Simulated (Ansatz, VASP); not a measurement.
**TeS2: VASP beside Ansatz**

```
Te S
1.0
     6.10239    0.00000    0.00000
     0.00000    6.42234    0.00000
     0.00000    0.00000    3.83077
Te S
2 4
Direct
  0.50000 0.50000 0.50000
  0.00000 0.00000 0.00000
  0.25197 0.84883 0.50000
  0.75197 0.65117 0.00000
  0.74803 0.15117 0.50000
  0.24803 0.34883 0.00000
```

Alike in both runs: functional r2SCAN; k mesh 6 × 6 × 10; occupations gaussian, width 0.1 eV; no spin polarisation.

Ansatz relaxed the structure, and its values are those at the end. VASP's run is a single point on that final structure, the one shown.

|  | VASP | Ansatz |
| --- | --- | --- |
| version | VASP 6.6.1 | Ansatz 0.2.0 |
| potentials or method | VASP PAW PBE potentials, release 64 (Te, S), cutoff 520 eV | scalar-relativistic, plane waves, PAW |
| valence electrons in the cell | 36 | 56 |

|  | VASP | Ansatz | Ansatz less VASP |
| --- | --- | --- | --- |
| gap on the k mesh at the Fermi level (eV) | none | none | - |
| pressure (GPa) | -0.2 | 0.0 | +0.18 |

VASP's potentials were made for PBE, not for r2SCAN. A gap of «none» marks a metal or a gap that the smearing closes. VASP's potentials hold 36 valence electrons a cell and Ansatz's 56, so a difference there can come from the potentials and not from the codes.

Neither program's run includes spin-orbit coupling.
